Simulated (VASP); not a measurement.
# Al4N5 in VASP: notebook

Runs on Al4N5. Level: PBE. Tasks: single point.

Program: VASP 6.6.1. These are calculated values, not measurements. Logs are shortened: lines on timing, memory, paths and dates and some standing lists are left out, and cuts for length are marked.

## (1) The cell of the first run

The cell holds a slab with vacuum, 18 atoms: a = 6.260 Å, b = 5.017 Å, c = 20.162 Å, α = 90.00°, β = 90.00°, γ = 90.00°.

## (2) Single point, PBE

Input file INCAR:

```
PREC = Accurate ; ENCUT = 520
EDIFF = 1E-6 ; ISMEAR = 0
SIGMA = 0.05 ; LREAL = Auto
LASPH = T ; NELM = 100
ALGO = Normal ; ISIF = 2
LWAVE = F ; LCHARG = F
LDIPOL = T ; IDIPOL = 3
DIPOL = 0.5 0.5 0.324 ; GGA = PE
NBANDS = 52
```

Input file KPOINTS:

```
Automatic mesh
0
Gamma
  5 6 1
```

Input file POSCAR:

```
Al4N5
1.0
    6.2595366887      0.0000000000      0.0000000000
    0.0000000000      5.0173032419      0.0000000000
    0.0000000000      0.0000000000     20.1620320362
Al N
8 10
Direct
    0.0000000000      0.9982714950      0.1983927013
    0.5000000000      0.9982714950      0.1983927013
    0.2500000000      0.4982714950      0.2432039732
    0.7500000000      0.4982714950      0.2432039732
    0.2500000000      0.9915197249      0.3381855719
    0.7500000000      0.9915197249      0.3381855719
    0.0000000000      0.4624332456      0.3657061888
    0.5000000000      0.4624332456      0.3657061888
    0.0000000000      0.6167285050      0.1983927013
    0.5000000000      0.6167285050      0.1983927013
    0.2500000000      0.1167285050      0.2432039732
    0.7500000000      0.1167285050      0.2432039732
    0.2500000000      0.6143669383      0.3369672669
    0.7500000000      0.6143669383      0.3369672669
    0.0000000000      0.1112303967      0.3750629908
    0.5000000000      0.1112303967      0.3750629908
    0.1666666667      0.9445637300      0.5916204136
    0.1666666667      0.9445637300      0.6462886729
```

Potentials or basis: VASP PAW PBE potentials, release 64 (Al, N).

On the command line:

```bash
$ cat potpaw_PBE.64/Al/POTCAR potpaw_PBE.64/N/POTCAR > POTCAR
$ mpirun -np 1 vasp_std > vasp.out
```

OUTCAR:

```text
PREC = Accurate
   ENCUT = 520
   EDIFF = 1E-6
   ISMEAR = 0
   LREAL = Auto
   LASPH = T
   NELM = 100
   ISIF = 2
   GGA = PE

 ion  position               nearest neighbor table
   1  0.000  0.998  0.198-  11 1.90  12 1.90   9 1.91   4 3.09   3 3.09   3 3.09   4 3.09   2 3.13
                             2 3.13   5 3.22   6 3.22
   2  0.500  0.998  0.198-  11 1.90  12 1.90  10 1.91   4 3.09   3 3.09   3 3.09   4 3.09   1 3.13
                             1 3.13   5 3.22   6 3.22
   3  0.250  0.498  0.243-   9 1.90  10 1.90  11 1.91  13 1.98   7 2.93   8 2.93   1 3.09   2 3.09
                             1 3.09   2 3.09   5 3.13   4 3.13   4 3.13   5 3.18
   4  0.750  0.498  0.243-   9 1.90  10 1.90  12 1.91  14 1.98   7 2.93   8 2.93   1 3.09   2 3.09
                             1 3.09   2 3.09   6 3.13   3 3.13   3 3.13   6 3.18
   5  0.250  0.992  0.338-  15 1.83  16 1.83  13 1.89  11 2.02   7 2.89   8 2.89   3 3.13   6 3.13
                             6 3.13   8 3.13   7 3.13   3 3.18   2 3.22   1 3.22
   6  0.750  0.992  0.338-  15 1.83  16 1.83  14 1.89  12 2.02   7 2.89   8 2.89   4 3.13   5 3.13
                             5 3.13   8 3.13   7 3.13   4 3.18   2 3.22   1 3.22
   7  0.000  0.462  0.366-  15 1.77  14 1.83  13 1.83   6 2.89   5 2.89   4 2.93   3 2.93   8 3.13
                             8 3.13   6 3.13   5 3.13
   8  0.500  0.462  0.366-  16 1.77  14 1.83  13 1.83   6 2.89   5 2.89   4 2.93   3 2.93   7 3.13
                             7 3.13   6 3.13   5 3.13
   9  0.000  0.617  0.198-   3 1.90   4 1.90   1 1.91
  10  0.500  0.617  0.198-   3 1.90   4 1.90   2 1.91
  11  0.250  0.117  0.243-   1 1.90   2 1.90   3 1.91   5 2.02
  12  0.750  0.117  0.243-   1 1.90   2 1.90   4 1.91   6 2.02
  13  0.250  0.614  0.337-   7 1.83   8 1.83   5 1.89   3 1.98
  14  0.750  0.614  0.337-   7 1.83   8 1.83   6 1.89   4 1.98
  15  0.000  0.111  0.375-   7 1.77   6 1.83   5 1.83
  16  0.500  0.111  0.375-   8 1.77   6 1.83   5 1.83
  17  0.167  0.945  0.592-  18 1.10
  18  0.167  0.945  0.646-  17 1.10

  LATTYP: Found a simple orthorhombic cell.
 ALAT       =     5.0173032419
 B/A-ratio  =     1.2475898679
 C/A-ratio  =     4.0184997924

  Lattice vectors:

 A1 = (   0.0000000000,  -5.0173032419,   0.0000000000)
 A2 = (   6.2595366887,   0.0000000000,   0.0000000000)
 A3 = (   0.0000000000,   0.0000000000,  20.1620320362)

Analysis of symmetry for initial positions (statically):
=====================================================================
 Subroutine PRICEL returns:
 Original cell was already a primitive cell.

 Routine SETGRP: Setting up the symmetry group for a
 simple orthorhombic supercell.

 Subroutine GETGRP returns: Found  1 space group operations
 (whereof  1 operations were pure point group operations)
 out of a pool of  8 trial point group operations.

The static configuration has the point symmetry C_1 .

Analysis of symmetry for dynamics (positions and initial velocities):
=====================================================================
 Subroutine PRICEL returns:
 Original cell was already a primitive cell.

 Routine SETGRP: Setting up the symmetry group for a
 simple orthorhombic supercell.

 Subroutine GETGRP returns: Found  1 space group operations
 (whereof  1 operations were pure point group operations)
 out of a pool of  8 trial point group operations.

The dynamic configuration has the point symmetry C_1 .

 Subroutine INISYM returns: Found  1 space group operations
 (whereof  1 operations are pure point group operations),
 and found     1 'primitive' translations

----------------------------------------------------------------------------------------

                                     Primitive cell

  volume of cell :     633.2087

  direct lattice vectors                    reciprocal lattice vectors
     6.259536689  0.000000000  0.000000000     0.159756233  0.000000000  0.000000000
     0.000000000  5.017303242  0.000000000     0.000000000  0.199310257  0.000000000
     0.000000000  0.000000000 20.162032036     0.000000000  0.000000000  0.049598175

  length of vectors
     6.259536689  5.017303242 20.162032036     0.159756233  0.199310257  0.049598175

  position of ions in fractional coordinates (direct lattice)
     0.000000000  0.998271495  0.198392701
     0.500000000  0.998271495  0.198392701
     0.250000000  0.498271495  0.243203973
[... 48 lines left out ...]
     0.031951247  0.000000000  0.000000000     0.200000000  0.000000000  0.000000000
     0.000000000  0.033218376  0.000000000     0.000000000  0.166666667  0.000000000
     0.000000000  0.000000000  0.049598175     0.000000000  0.000000000  1.000000000

  Length of vectors
     0.031951247  0.033218376  0.049598175

  Shift w.r.t. Gamma in fractional coordinates (k-lattice)
     0.000000000  0.000000000  0.000000000

 Subroutine IBZKPT returns following result:
 ===========================================

 Found     16 irreducible k-points:

 Following reciprocal coordinates:
            Coordinates               Weight
  0.000000  0.000000  0.000000      1.000000
  0.200000  0.000000  0.000000      2.000000
  0.400000  0.000000  0.000000      2.000000
  0.000000  0.166667  0.000000      2.000000
  0.200000  0.166667  0.000000      2.000000
 -0.200000  0.166667  0.000000      2.000000
[... 8 lines left out ...]
  0.200000  0.500000  0.000000      2.000000
  0.400000  0.500000  0.000000      2.000000
   k-points           NKPTS =     16   k-points in BZ     NKDIM =     16   number of bands    NBANDS=     52
   number of dos      NEDOS =    301   number of ions     NIONS =     18
   total plane-waves  NPLWV = 288000
   dimension x,y,z NGX =    48 NGY =   40 NGZ =  150
   dimension x,y,z NGXF=    96 NGYF=   80 NGZF=  300
   ions per type =               8  10
   NGX,Y,Z   is equivalent  to a cutoff of  12.75, 13.25, 12.37 a.u.
   NGXF,Y,Z  is equivalent  to a cutoff of  25.50, 26.51, 24.74 a.u.
 SYSTEM =  unknown system
   PREC   = accura    normal or accurate (medium, high low for compatibility)
   ISTART =      0    job   : 0-new  1-cont  2-samecut
   ICHARG =      2    charge: 1-file 2-atom 10-const
   ISPIN  =      1    spin polarized calculation?
   LNONCOLLINEAR =      F non collinear calculations
   LSORBIT =      F    spin-orbit coupling
   LASPH  =      T    aspherical Exc in radial PAW
   ENCUT  =  520.0 eV  38.22 Ry    6.18 a.u.  11.64  9.33 37.49*2*pi/ulx,y,z
   NELM   =    100;   NELMIN=  2; NELMDL= -5     # of ELM steps
   EDIFF  = 0.1E-05   stopping-criterion for ELM
   LREAL  =      T    real-space projection
   EDIFFG = 0.1E-04   stopping-criterion for IOM
   NSW    =      0    number of steps for IOM
   IBRION =     -1    ionic relax: 0-MD 1-quasi-New 2-CG
   NFREE  =      0    steps in history (QN), initial steepest desc. (CG)
   ISIF   =      2    stress and relaxation
   ISYM   =      2    0-nonsym 1-usesym 2-fastsym
   POTIM  = 0.5000    time-step for ionic-motion
   TEBEG  =    0.0;   TEEND  =   0.0 temperature during run
   PSTRESS=    0.0 pullay stress
   NELECT =      74.0000    total number of electrons
   NUPDOWN=      -1.0000    fix difference up-down
   EMIN   =  10.00;   EMAX   =-10.00  energy-range for DOS
   EFERMI =   0.00;   METHOD = LEGACY
   ISMEAR =     0;   SIGMA  =   0.05  broadening in eV -4-tet -1-fermi 0-gaus
   EFERMI_NEDOS =   21; number of points for ismear=-14 and -15
   IALGO  =     38    algorithm
   IMIX   =      4    mixing-type and parameters
     AMIX     =   0.40;   BMIX     =  1.00
     AMIX_MAG =   1.60;   BMIX_MAG =  1.00
  volume/ion in A,a.u.               =      35.18       237.39
  Fermi-wavevector in a.u.,A,eV,Ry     =   0.800393  1.512523  8.716280  0.640628
  Thomas-Fermi vector in A             =   1.907680
   LORBIT       =      0    0 simple, 1 ext, 2 COOP (PROOUT), +10 PAW based schemes
   GGA     = PE    functional components
   LHFCALC =     F    Hartree Fock is set to
   AEXX    =    0.0000 exact exchange contribution
   IVDW    =     0    specifies the selected vdW correction
   LEPSILON=     F    determine dielectric tensor
   LRPA    =     F    only Hartree local field effects (RPA)
 non-spin polarized calculation
 Gauss-broadening in eV      SIGMA  =   0.05
  energy-cutoff  :      520.00
  volume of cell :      633.21
 maximum number of plane-waves:     17102
   NGX = 23   NGY = 19   NGZ = 75

 dipolmoment           0.000000      0.000000     -0.016405 electrons x Angstroem

 number of electron      73.9999992 magnetization

 dipolmoment           0.000000      0.000000      0.052408 electrons x Angstroem

 Free energy of the ion-electron system (eV)
  ---------------------------------------------------
  ext. energy  EPLUGINS =         0.00000000
  ---------------------------------------------------
  free energy    TOTEN  =      -126.67587405 eV

  energy without entropy =     -126.67587405  energy(sigma->0) =     -126.67587405

 E-fermi :  -1.4801     XC(G=0):  -4.3591

 val. band max:       -1.6996960854   @ k =   0.0000   0.5000   0.0000
 cond. band min:      -0.3234066711   @ k =   0.0000   0.0000   0.0000
 fundamental gap:      1.3762894143
 Fermi energy:        -1.4800970745

 k-point     1 :       0.0000    0.0000    0.0000
  band No.  band energies     occupation
      1     -24.9514      2.00000
      2     -16.9402      2.00000
      3     -15.7925      2.00000
      4     -15.7879      2.00000
      5     -14.9450      2.00000
      6     -14.5641      2.00000
[... 821 lines left out ...]
     48       4.4717      0.00000
     49       4.6158      0.00000
 [bands above 49 left out]

------------------------ aborting loop because EDIFF is reached ----------------------------------------

 vacuum level on the upper side and lower side of the slab       (xc-potential included)        -0.126        -0.257

  FORCE on cell =-STRESS in cart. coord.  units (eV):
  Direction    XX          YY          ZZ          XY          YZ          ZX
  --------------------------------------------------------------------------------------
  -------------------------------------------------------------------------------------
  Total        3.8854558     -4.4822142     -3.8902467     -0.0016090      1.6808068      0.0035210
  in kB        9.8311814    -11.3411305     -9.8433036     -0.0040712      4.2528644      0.0089090
  external PRESSURE =      -3.7844176 kB  Pullay stress =       0.0000000 kB

 VOLUME and BASIS-vectors are now :
 -----------------------------------------------------------------------------
  energy-cutoff  :      520.00
  volume of cell :      633.21
      direct lattice vectors                 reciprocal lattice vectors
     6.259536689  0.000000000  0.000000000     0.159756233  0.000000000  0.000000000
     0.000000000  5.017303242  0.000000000     0.000000000  0.199310257  0.000000000
     0.000000000  0.000000000 20.162032036     0.000000000  0.000000000  0.049598175

 POSITION                                       TOTAL-FORCE (eV/Angst)
 -----------------------------------------------------------------------------------
      0.00000      5.00863      4.00000        -0.000060     -1.628953      2.305949
      3.12977      5.00863      4.00000         0.000069     -1.629169      2.304908
      1.56488      2.49998      4.90349         0.000064      0.795815     -1.939139
      4.69465      2.49998      4.90349         0.000005      0.795107     -1.940729
      1.56488      4.97476      6.81851        -0.003991     -0.007994      0.017444
      4.69465      4.97476      6.81851         0.004013     -0.005257      0.009936
[... 10 lines left out ...]
      1.04326      4.73916     11.92827         0.001632     -0.014216     -1.747301
      1.04326      4.73916     13.03049        -0.000728      0.009447      1.747653
 -----------------------------------------------------------------------------------
    total drift:                                0.000343     -0.005802      0.011649

  FREE ENERGIE OF THE ION-ELECTRON SYSTEM (eV)
  ---------------------------------------------------
  free  energy   TOTEN  =      -126.6758740513 eV

  energy  without entropy=     -126.6758740513  energy(sigma->0) =     -126.67587405

 vacuum level on the upper side and lower side of the slab         3.260         3.102
```

Wall time 28 min (1 thread of Oxide Virtual Turin-like, shared host); peak memory 0.72 GiB.

Results:

```
Free energy            : -126.6759 eV
Largest force          : 2.823 eV/Å
Band gap on the k mesh : 1.38 eV (least direct gap 1.40 eV)
```

Forces on the atoms (eV/Å):
```
Al   0.000 -1.629  2.306
Al   0.000 -1.629  2.305
Al   0.000  0.796 -1.939
Al   0.000  0.795 -1.941
Al  -0.004 -0.008  0.017
Al   0.004 -0.005  0.010
Al   0.004  0.025 -0.009
Al  -0.004  0.027 -0.015
N    0.000  0.716  0.774
N    0.000  0.716  0.774
N    0.000  0.115 -1.127
N   -0.001  0.115 -1.127
N    0.001 -0.014  0.009
N   -0.002 -0.013  0.013
N   -0.005  0.001 -0.029
N    0.004 -0.001 -0.021
N    0.002 -0.014 -1.747
N   -0.001  0.009  1.748
```

Caveat: the standard files for N, O and F lose accuracy on very short bonds.

## (3) Single point, PBE

Input file INCAR:

```
SYSTEM = Al4N5
PREC = Accurate ; ENCUT = 520
EDIFF = 1E-7 ; ISMEAR = 0
SIGMA = 0.05 ; LREAL = Auto
LASPH = .True. ; NELM = 60
ALGO = Normal ; ISIF = 2
LWAVE = .False. ; LCHARG = .False.
LDIPOL = .True. ; IDIPOL = 3
DIPOL = 0.5 0.5 0.323 ; GGA = PE
NBANDS = 52
```

Input file KPOINTS:

```
Automatic mesh
0
Gamma
  5 6 1
  0 0 0
```

POSCAR: that of step 2 with these lines changed.

```diff
@@ -24,3 +24,3 @@
     0.5000000000      0.1112303967      0.3750629908
-    0.1666666667      0.9445637300      0.5916204136
-    0.1666666667      0.9445637300      0.6462886729
+    0.0833333333      0.2778970633      0.5797095896
+    0.0833333333      0.2778970633      0.6343763867
```

Potentials or basis: VASP PAW PBE potentials, release 64 (Al, N).

On the command line:

```bash
$ cat potpaw_PBE.64/Al/POTCAR potpaw_PBE.64/N/POTCAR > POTCAR
$ mpirun -np 1 vasp_std > vasp.out
```

Wall time 30 min (1 thread of Oxide Virtual Turin-like, shared host); peak memory 0.72 GiB.

Results (log left out):

| Quantity | Value |
| --- | --- |
| Free energy | -126.6803 eV |
| Largest force | 2.824 eV/Å |
| Band gap on the k mesh | 1.38 eV (least direct gap 1.41 eV) |

Forces in eV/Å, atoms in the order of the input:
```
Al   0.000 -1.628  2.307
Al   0.000 -1.629  2.304
Al   0.000  0.795 -1.940
Al   0.000  0.795 -1.941
Al  -0.012 -0.005  0.011
Al   0.012 -0.004  0.007
Al   0.005  0.016  0.004
Al  -0.004  0.026 -0.018
N    0.000  0.715  0.774
N    0.000  0.715  0.774
N    0.002  0.115 -1.127
N   -0.002  0.115 -1.128
N    0.004 -0.014  0.012
N   -0.004 -0.013  0.014
N   -0.005 -0.010 -0.038
N    0.003 -0.004 -0.015
N    0.003  0.033 -1.748
N   -0.001 -0.018  1.747
```

Levels at points of the mesh, in eV from the valence-band top:
```
           k point  band 33  band 34  band 35  band 36  band 37  band 38  band 39  band 40  band 41  band 42
(0.00, 0.00, 0.00)    -0.72    -0.69    -0.23    -0.08    -0.03     1.38     2.96     2.99     3.07     3.16
(0.00, 0.50, 0.00)    -0.72    -0.46    -0.41    -0.26     0.00     1.90     2.89     3.01     3.09     3.28
```

Caveat: the standard files for N, O and F lose accuracy on very short bonds.

[end of part 1 of 2]
